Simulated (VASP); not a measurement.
Runs of VASP 6.6.1 on In. The structure is that of space group Pm-3m (No. 221), or close to it. The cells are those of the table. 

```tsv
task	cell	k mesh	cutoff (eV)	gap on the mesh (eV)	pressure (GPa)
single point	a = 3.014 Å, 1 atom	12 × 12 × 12	520	none	-0.2
single point	a = 3.054 Å, 1 atom	12 × 12 × 12	520	none	(b)
single point	a = 3.130 Å, 1 atom	12 × 12 × 12	520	none	-3.4
single point	a = 2.932 Å, 1 atom	12 × 12 × 12	520	none	4.1
single point	a = 2.889 Å, 1 atom	12 × 12 × 12	520	none	7.2
relaxation of cell and atoms	relaxed from a = 3.045 Å, 1 atom	10 × 10 × 10	600	none	0.0
single point	a = 3.014 Å, 1 atom	10 × 10 × 10	520	none	0.0
single point	a = 3.014 Å, 1 atom	17 × 17 × 17	520	none	(a)
```

Alike in all rows: level PBEsol; potentials or basis VASP PAW PBE potentials, release 64 (In_d); no spin polarisation; smearing fermi-dirac 0.1 eV.

Question: Fill in the values left out.

Answer: (a) -0.1; (b) -1.5.

Caveats: the PAW data sets were made with another functional, which shifts forces and pressure a little; spin-orbit coupling is left out, which moves the levels of the heavy elements.

A k mesh can miss the band edges, and the runs leave out spin-orbit coupling on In.

A gap of «none» marks levels without a gap at the run's occupations.
